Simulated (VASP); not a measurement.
Set up this calculation in VASP 6.6.1, as the native input.

```yaml
Task: relaxation of cell and atoms
Functional: PBE
Potentials_or_basis: VASP PAW PBE potentials, release 64 (B, N)
Cutoff: 600 eV
k_mesh: 11 × 11 × 11
Occupations: gaussian, width 0.01 eV
Spin: no spin polarisation
Target_pressure: 20 GPa
Dipole_correction: no
Further_INCAR_settings: ALGO = Normal; EDIFF = 1e-07; IBRION = 2; EDIFFG = -0.03; NSW = 80; ISIF = 3
```

The structure of BN lies in POSCAR:

```
BN
1.0
    0.0000000000      1.8000000000      1.8000000000
    1.8000000000      0.0000000000      1.8000000000
    1.8000000000      1.8000000000      0.0000000000
B N
1 1
Direct
    0.0000000000      0.0000000000      0.0000000000
    0.2500000000      0.2500000000      0.2500000000
```

These files were run (other wordings do the same):

INCAR

```
PREC = Accurate ; ENCUT = 600
EDIFF = 1E-7 ; ISMEAR = 0
SIGMA = 0.01 ; LREAL = F
LASPH = T ; NELM = 120
ALGO = Normal ; ISIF = 3
LWAVE = F ; LCHARG = F
GGA = PE ; IBRION = 2
NSW = 80 ; EDIFFG = -0.03
PSTRESS = 200.0 ; GGA_COMPAT = F
NELMIN = 4
```

KPOINTS

```
regular mesh
0
Gamma
  11 11 11
```

Potentials or basis: VASP PAW PBE potentials, release 64 (B, N).

The run is started by

```bash
$ cat potpaw_PBE.64/B/POTCAR potpaw_PBE.64/N/POTCAR > POTCAR
$ mpirun -np 1 vasp_std > vasp.out
```

Results of the run:

The relaxed volume is 5.67 Å³/atom and the relaxed cell is a = 2.522 Å, b = 2.522 Å, c = 2.522 Å, α = 60.00°, β = 60.00°, γ = 60.00°. The space group after relaxing (to 0.1 Å) is F-43m (No. 216). The energy change on relaxing (the run minimises the enthalpy) is +14.0 meV/atom, the ionic steps are 3 and the pressure after relaxing is 19.9 GPa. The band gap on the k mesh is 4.61 eV (least direct gap 9.01 eV).

Caveat: the cell is relaxed towards a set pressure, so the run minimises the enthalpy, not the energy; an odd mesh through Γ misses points on the zone boundary, where band edges can lie.

Wall time 9.7 s on 1 thread of AMD EPYC 7R13 Processor (Zen 3), with other jobs on the host, peak memory 0.09 GiB.
